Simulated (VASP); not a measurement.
# Si (Fd-3m) in VASP: notebook

The runs below take Si through single point, with HSE06.

Everything below comes from runs of VASP 6.6.1. Logs are shortened: lines on timing, memory, paths and dates and some standing lists are left out, and cuts for length are marked.

### 1 The cell of the first run

Symmetry: Fd-3m, No. 227, cubic system. The conventional cell has a = 5.333 Å, b = 5.333 Å, c = 5.333 Å, α = 90.00°, β = 90.00°, γ = 90.00°. Within 3.1 Å of Si (site symmetry -43m) lie 4 Si at 2.31 Å.

### 2 Single point, HSE06

File POSCAR:

```
Si
1.0
    0.0000000000      2.6662876123      2.6662876123
    2.6662876123      0.0000000000      2.6662876123
    2.6662876123      2.6662876123      0.0000000000
Si
2
Direct
    0.5000000000      0.5000000000      0.5000000000
    0.7500000000      0.7500000000      0.7500000000
```

File INCAR.step1:

```
PREC = Accurate ; ENCUT = 520
EDIFF = 1E-5 ; ISMEAR = -1
SIGMA = 0.05 ; LREAL = False
LASPH = True ; NELM = 100
ALGO = Normal ; ISIF = 2
LWAVE = True ; GGA = PE
NBANDS = 11
```

File INCAR.step2:

```
PREC = Accurate ; ENCUT = 520
EDIFF = 1E-7 ; ISMEAR = -1
SIGMA = 0.05 ; LREAL = False
LASPH = True ; NELM = 100
ALGO = Normal ; ISIF = 2
LWAVE = False ; LCHARG = True
GGA = PE ; LHFCALC = True
HFSCREEN = 0.2079 ; PRECFOCK = Normal
LELF = True ; LVHAR = True
ISTART = 1 ; NBANDS = 11
```

File KPOINTS:

```
regular mesh
0
Gamma
  6 6 6
```

Potentials or basis: VASP PAW PBE potentials, release 64 (Si).

The run is started by

```bash
$ cat potpaw_PBE.64/Si/POTCAR > POTCAR
$ cp INCAR.step1 INCAR
$ mpirun -np 1 vasp_std > vasp.out
$ cp INCAR.step2 INCAR
$ mpirun -np 1 vasp_std > vasp.out
```

OUTCAR:

```text
PREC = Accurate
   ENCUT = 520
   EDIFF = 1E-7
   ISMEAR = -1
   LREAL = False
   LASPH = True
   NELM = 100
   ISIF = 2
   GGA = PE
   LHFCALC = True
   HFSCREEN = 0.2079
   PRECFOCK = Normal
   ISTART = 1

 ion  position               nearest neighbor table
   1  0.500  0.500  0.500-   2 2.31   2 2.31   2 2.31   2 2.31
   2  0.750  0.750  0.750-   1 2.31   1 2.31   1 2.31   1 2.31

  LATTYP: Found a face centered cubic cell.
 ALAT       =     5.3325752246

  Lattice vectors:

 A1 = (   0.0000000000,   2.6662876123,   2.6662876123)
 A2 = (   2.6662876123,   0.0000000000,   2.6662876123)
 A3 = (   2.6662876123,   2.6662876123,   0.0000000000)

Analysis of symmetry for initial positions (statically):
=====================================================================
 Subroutine PRICEL returns:
 Original cell was already a primitive cell.

 Routine SETGRP: Setting up the symmetry group for a
 face centered cubic supercell.

 Subroutine GETGRP returns: Found 48 space group operations
 (whereof 24 operations were pure point group operations)
 out of a pool of 48 trial point group operations.

The static configuration has the point symmetry T_d .
 The point group associated with its full space group is O_h .

Analysis of symmetry for dynamics (positions and initial velocities):
=====================================================================
 Subroutine PRICEL returns:
 Original cell was already a primitive cell.

 Routine SETGRP: Setting up the symmetry group for a
 face centered cubic supercell.

 Subroutine GETGRP returns: Found 48 space group operations
 (whereof 24 operations were pure point group operations)
 out of a pool of 48 trial point group operations.

The dynamic configuration has the point symmetry T_d .
 The point group associated with its full space group is O_h .

 Subroutine INISYM returns: Found 48 space group operations
 (whereof 24 operations are pure point group operations),
 and found     1 'primitive' translations

----------------------------------------------------------------------------------------

                                     Primitive cell

  volume of cell :      37.9098

  direct lattice vectors                    reciprocal lattice vectors
     0.000000000  2.666287612  2.666287612    -0.187526656  0.187526656  0.187526656
     2.666287612  0.000000000  2.666287612     0.187526656 -0.187526656  0.187526656
     2.666287612  2.666287612  0.000000000     0.187526656  0.187526656 -0.187526656

  length of vectors
     3.770700103  3.770700103  3.770700103     0.324805696  0.324805696  0.324805696

  position of ions in fractional coordinates (direct lattice)
     0.500000000  0.500000000  0.500000000
     0.750000000  0.750000000  0.750000000

  ion indices of the primitive-cell ions
   primitive index   ion index
                 1           1
                 2           2

----------------------------------------------------------------------------------------

 KPOINTS: regular mesh

Automatic generation of k-mesh.
 Grid dimensions read from file:
 generate k-points for:    6    6    6

 Generating k-lattice:

  Cartesian coordinates                     Fractional coordinates (reciprocal lattice)
    -0.031254443  0.031254443  0.031254443     0.166666667  0.000000000  0.000000000
     0.031254443 -0.031254443  0.031254443     0.000000000  0.166666667  0.000000000
     0.031254443  0.031254443 -0.031254443     0.000000000  0.000000000  0.166666667

  Length of vectors
     0.054134283  0.054134283  0.054134283

  Shift w.r.t. Gamma in fractional coordinates (k-lattice)
     0.000000000  0.000000000  0.000000000

 Subroutine IBZKPT returns following result:
 ===========================================

 Found     16 irreducible k-points:

 Following reciprocal coordinates:
            Coordinates               Weight
  0.000000  0.000000  0.000000      1.000000
  0.166667  0.000000  0.000000      8.000000
  0.333333  0.000000  0.000000      8.000000
  0.500000  0.000000  0.000000      4.000000
  0.166667  0.166667  0.000000      6.000000
  0.333333  0.166667  0.000000     24.000000
[... 8 lines left out ...]
 -0.333333  0.333333  0.166667     24.000000
 -0.333333  0.500000  0.166667     12.000000
   k-points           NKPTS =     16   k-points in BZ     NKDIM =    216   number of bands    NBANDS=     11
   number of dos      NEDOS =    301   number of ions     NIONS =      2
   total plane-waves  NPLWV =  21952
   dimension x,y,z NGX =    28 NGY =   28 NGZ =   28
   dimension x,y,z NGXF=    56 NGYF=   56 NGZF=   56
   ions per type =               2
   NGX,Y,Z   is equivalent  to a cutoff of  12.34, 12.34, 12.34 a.u.
   NGXF,Y,Z  is equivalent  to a cutoff of  24.69, 24.69, 24.69 a.u.
 SYSTEM =  unknown system
   PREC   = accura    normal or accurate (medium, high low for compatibility)
   ISTART =      1    job   : 0-new  1-cont  2-samecut
   ICHARG =      0    charge: 1-file 2-atom 10-const
   ISPIN  =      1    spin polarized calculation?
   LNONCOLLINEAR =      F non collinear calculations
   LSORBIT =      F    spin-orbit coupling
   LASPH  =      T    aspherical Exc in radial PAW
   ENCUT  =  520.0 eV  38.22 Ry    6.18 a.u.   7.01  7.01  7.01*2*pi/ulx,y,z
   NELM   =    100;   NELMIN=  2; NELMDL=  0     # of ELM steps
   EDIFF  = 0.1E-06   stopping-criterion for ELM
   LREAL  =      F    real-space projection
   EDIFFG = 0.1E-05   stopping-criterion for IOM
   NSW    =      0    number of steps for IOM
   IBRION =     -1    ionic relax: 0-MD 1-quasi-New 2-CG
   NFREE  =      0    steps in history (QN), initial steepest desc. (CG)
   ISIF   =      2    stress and relaxation
   ISYM   =      3    0-nonsym 1-usesym 2-fastsym
   POTIM  = 0.5000    time-step for ionic-motion
   TEBEG  =    0.0;   TEEND  =   0.0 temperature during run
   PSTRESS=    0.0 pullay stress
   NELECT =       8.0000    total number of electrons
   NUPDOWN=      -1.0000    fix difference up-down
   EMIN   =  10.00;   EMAX   =-10.00  energy-range for DOS
   EFERMI =   0.00;   METHOD = LEGACY
   ISMEAR =    -1;   SIGMA  =   0.05  broadening in eV -4-tet -1-fermi 0-gaus
   EFERMI_NEDOS =   21; number of points for ismear=-14 and -15
   IALGO  =     38    algorithm
   IMIX   =      1    mixing-type and parameters
     AMIX     =   0.40;   BMIX     =  1.00
     AMIX_MAG =   1.60;   BMIX_MAG =  1.00
  volume/ion in A,a.u.               =      18.95       127.91
  Fermi-wavevector in a.u.,A,eV,Ry     =   0.974663  1.841846 12.925100  0.949968
  Thomas-Fermi vector in A             =   2.105141
   LORBIT       =      0    0 simple, 1 ext, 2 COOP (PROOUT), +10 PAW based schemes
   GGA     = PE    functional components
   LHFCALC =     T    Hartree Fock is set to
   PRECFOCK=normal    Normal, Fast or Accurate (Low or Medium for compatibility)
   ENCUT4O =  -1.0   cutoff for four orbital integrals eV
   NKREDX  =     1    reduce k-point grid by
   NKREDY  =     1    reduce k-point grid by
   NKREDZ  =     1    reduce k-point grid by
   AEXX    =    0.2500 exact exchange contribution
   HFSCREEN=    0.2079 screening length (either q_TF or 0.3 A-1)
   HFSCREENC=   0.2079 screening length for correlation (either q_TF or 0.3 A-1)
   ENCUTFOCK=  -1.0 apply spherical cutoff to Coloumb kernel
   IVDW    =     0    specifies the selected vdW correction
   LEPSILON=     F    determine dielectric tensor
   LRPA    =     F    only Hartree local field effects (RPA)
 non-spin polarized calculation
  energy-cutoff  :      520.00
  volume of cell :       37.91
 maximum number of plane-waves:      1034
  NGX = 24; NGY = 24; NGZ = 24

 number of electron       8.0000000 magnetization

 Free energy of the ion-electron system (eV)
  ---------------------------------------------------
  ext. energy  EPLUGINS =         0.00000000
  ---------------------------------------------------
  free energy    TOTEN  =       -12.49113071 eV

  energy without entropy =      -12.49113026  energy(sigma->0) =      -12.49113048

 E-fermi :   6.6057     XC(G=0):  -8.0151

 val. band max:        6.0416586983   @ k =   0.0000   0.0000   0.0000
 cond. band min:       7.2196357174   @ k =   0.5000   0.5000   0.0000
 fundamental gap:      1.1779770192
 Fermi energy:         6.6056673474

 k-point     1 :       0.0000    0.0000    0.0000
  band No.  band energies     occupation
      1      -7.6635      2.00000
      2       6.0417      1.99997
      3       6.0417      1.99997
      4       6.0417      1.99997
      5       9.3947      0.00000
      6       9.3947      0.00000
      7       9.3947      0.00000
      8      11.0575      0.00000
      9      14.8695      0.00000
     10      14.8695      0.00000
     11      15.0822      0.00000

 k-point     2 :       0.1667    0.0000    0.0000
  band No.  band energies     occupation
      1      -7.2442      2.00000
      2       3.4288      2.00000
      3       5.5432      2.00000
      4       5.5432      2.00000
      5       9.3281      0.00000
      6      10.1148      0.00000
      7      10.1148      0.00000
      8      13.0459      0.00000
      9      14.1353      0.00000
     10      14.1353      0.00000
     11      16.3169      0.00000

 k-point     3 :       0.3333    0.0000    0.0000
  band No.  band energies     occupation
      1      -6.0573      2.00000
      2      -0.0162      2.00000
      3       4.9092      2.00000
      4       4.9092      2.00000
      5       8.7363      0.00000
      6      10.3770      0.00000
      7      10.3770      0.00000
      8      15.0724      0.00000
      9      15.2022      0.00000
     10      15.2022      0.00000
     11      16.7143      0.00000

 k-point     4 :       0.5000    0.0000    0.0000
  band No.  band energies     occupation
      1      -4.9163      2.00000
      2      -1.9625      2.00000
      3       4.6769      2.00000
      4       4.6769      2.00000
      5       8.5023      0.00000
      6      10.1536      0.00000
      7      10.1536      0.00000
      8      14.7374      0.00000
      9      18.0104      0.00000
     10      18.0104      0.00000
     11      19.0245      0.00000

 k-point     5 :       0.1667    0.1667    0.0000
  band No.  band energies     occupation
      1      -7.1017      2.00000
      2       3.9053      2.00000
      3       4.6918      2.00000
      4       4.6918      2.00000
      5       8.3971      0.00000
      6      11.3977      0.00000
      7      11.3977      0.00000
      8      11.4124      0.00000
      9      14.0894      0.00000
     10      15.4645      0.00000
     11      17.0852      0.00000
[... 99 lines left out ...]
 k-point    13 :       0.5000    0.5000    0.0000
  band No.  band energies     occupation
      1      -2.8244      2.00000
      2      -2.8244      2.00000
      3       2.7459      2.00000
      4       2.7459      2.00000
      5       7.2196      0.00001
      6       7.2196      0.00001
      7      18.0368      0.00000
      8      18.0368      0.00000
      9      18.4784      0.00000
     10      18.4784      0.00000
     11      20.1266      0.00000

 k-point    14 :       0.5000    0.3333    0.1667
  band No.  band energies     occupation
      1      -4.9911      2.00000
      2      -0.2843      2.00000
      3       1.9429      2.00000
      4       3.4209      2.00000
      5       9.6552      0.00000
      6      10.4753      0.00000
      7      11.3599      0.00000
      8      14.4309      0.00000
      9      16.5004      0.00000
     10      17.5346      0.00000
     11      20.6836      0.00000

 k-point    15 :      -0.3333    0.3333    0.1667
  band No.  band energies     occupation
      1      -3.8177      2.00000
      2      -1.7128      2.00000
      3       1.4370      2.00000
      4       2.8702      2.00000
      5      10.0976      0.00000
      6      10.5334      0.00000
      7      13.2098      0.00000
      8      13.8606      0.00000
      9      15.0076      0.00000
     10      18.7713      0.00000
     11      19.7621      0.00000

 k-point    16 :      -0.3333    0.5000    0.1667
  band No.  band energies     occupation
      1      -2.6691      2.00000
      2      -2.6691      2.00000
      3       1.8359      2.00000
      4       1.8359      2.00000
      5       9.4955      0.00000
      6       9.4955      0.00000
      7      14.0797      0.00000
      8      14.0797      0.00000
      9      18.3021      0.00000
     10      18.3021      0.00000
     11      20.8526      0.00000

------------------------ aborting loop because EDIFF is reached ----------------------------------------

  FORCE on cell =-STRESS in cart. coord.  units (eV):
  Direction    XX          YY          ZZ          XY          YZ          ZX
  --------------------------------------------------------------------------------------
  -------------------------------------------------------------------------------------
  Total        1.4982532      1.4982532      1.4982532     -0.0000000     -0.0000000      0.0000000
  in kB       63.3205718     63.3205718     63.3205718     -0.0000000     -0.0000000      0.0000000
  external PRESSURE =      63.3205718 kB  Pullay stress =       0.0000000 kB

 VOLUME and BASIS-vectors are now :
 -----------------------------------------------------------------------------
  energy-cutoff  :      520.00
  volume of cell :       37.91
      direct lattice vectors                 reciprocal lattice vectors
     0.000000000  2.666287612  2.666287612    -0.187526656  0.187526656  0.187526656
     2.666287612  0.000000000  2.666287612     0.187526656 -0.187526656  0.187526656
     2.666287612  2.666287612  0.000000000     0.187526656  0.187526656 -0.187526656

 POSITION                                       TOTAL-FORCE (eV/Angst)
 -----------------------------------------------------------------------------------
      2.66629      2.66629      2.66629         0.000000      0.000000      0.000000
      3.99943      3.99943      3.99943        -0.000000     -0.000000     -0.000000
 -----------------------------------------------------------------------------------
    total drift:                                0.000001      0.000001      0.000001

  FREE ENERGIE OF THE ION-ELECTRON SYSTEM (eV)
  ---------------------------------------------------
  free  energy   TOTEN  =       -12.4911307098 eV

  energy  without entropy=      -12.4911302568  energy(sigma->0) =      -12.49113048
```

Run time: 11 min. Hardware: 1 thread of Intel Xeon Platinum 8259CL at 2.50GHz (Skylake/Cascade Lake), shared host; peak memory 0.26 GiB.

What came out:

| Item | Value |
| --- | --- |
| Free energy | -12.4911 eV |
| Pressure | 6.3 GPa |
| Band gap on the k mesh | 1.18 eV (least direct gap 3.35 eV) |

Caveat: the cell stands under pressure; the PAW data sets were made with another functional, which shifts forces and pressure a little.

### 3 Single point, HSE06

This run uses another cell than the first one, of 19.36 Å³/atom.

File POSCAR:

```
Si
1.0
    0.0000000000      2.6850649043      2.6850649043
    2.6850649043      0.0000000000      2.6850649043
    2.6850649043      2.6850649043      0.0000000000
Si
2
Direct
    0.5000000000      0.5000000000      0.5000000000
    0.7500000000      0.7500000000      0.7500000000
```

File INCAR.step1:

```
SYSTEM = Si
ALGO = Normal
EDIFF = 1E-5
ENCUT = 520
GGA = PE
ISIF = 2
ISMEAR = -1
LASPH = .TRUE.
LREAL = .FALSE.
LWAVE = .TRUE.
NBANDS = 11
NELM = 60
PREC = Accurate
SIGMA = 0.05
```

File INCAR.step2:

```
SYSTEM = Si
ALGO = Normal
EDIFF = 1E-6
ENCUT = 520
GGA = PE
HFSCREEN = 0.2079
ISIF = 2
ISMEAR = -1
ISTART = 1
LASPH = .TRUE.
LCHARG = .TRUE.
LELF = .TRUE.
LHFCALC = .TRUE.
LREAL = .FALSE.
LVHAR = .TRUE.
LWAVE = .FALSE.
NBANDS = 11
NELM = 60
PREC = Accurate
PRECFOCK = Normal
SIGMA = 0.05
```

File KPOINTS:

```
k-points
0
G
  6 6 6
  0 0 0
```

Potentials or basis: VASP PAW PBE potentials, release 64 (Si).

The run is started by

```bash
$ cat potpaw_PBE.64/Si/POTCAR > POTCAR
$ cp INCAR.step1 INCAR
$ mpirun -np 1 vasp_std > vasp.out
$ cp INCAR.step2 INCAR
$ mpirun -np 1 vasp_std > vasp.out
```

Wall time 9.7 min (1 thread of Intel Xeon Platinum 8259CL at 2.50GHz (Skylake/Cascade Lake), shared host); peak memory 0.26 GiB.

It converged, with:

```
Free energy            : -12.5166 eV
Pressure               : 3.8 GPa
Band gap on the k mesh : 1.22 eV (least direct gap 3.34 eV)
```

Levels at points of the mesh, in eV from the valence-band top:
```tsv
k point	band 1	band 2	band 3	band 4	band 5	band 6	band 7	band 8	band 9
(0.00, 0.00, 0.00)	-13.54	0.00	0.00	0.00	3.34	3.34	3.34	4.75	8.81
(0.50, 0.00, 0.00)	-10.85	-7.89	-1.34	-1.34	2.38	4.12	4.12	8.67	11.90
(0.50, 0.50, 0.00)	-8.79	-8.79	-3.23	-3.23	1.22	1.22	11.80	11.80	12.36
```

Caveat: the cell stands under pressure; the PAW data sets were made with another functional, which shifts forces and pressure a little. A k mesh can miss the band edges.

(Continued in part 2 of 2.)
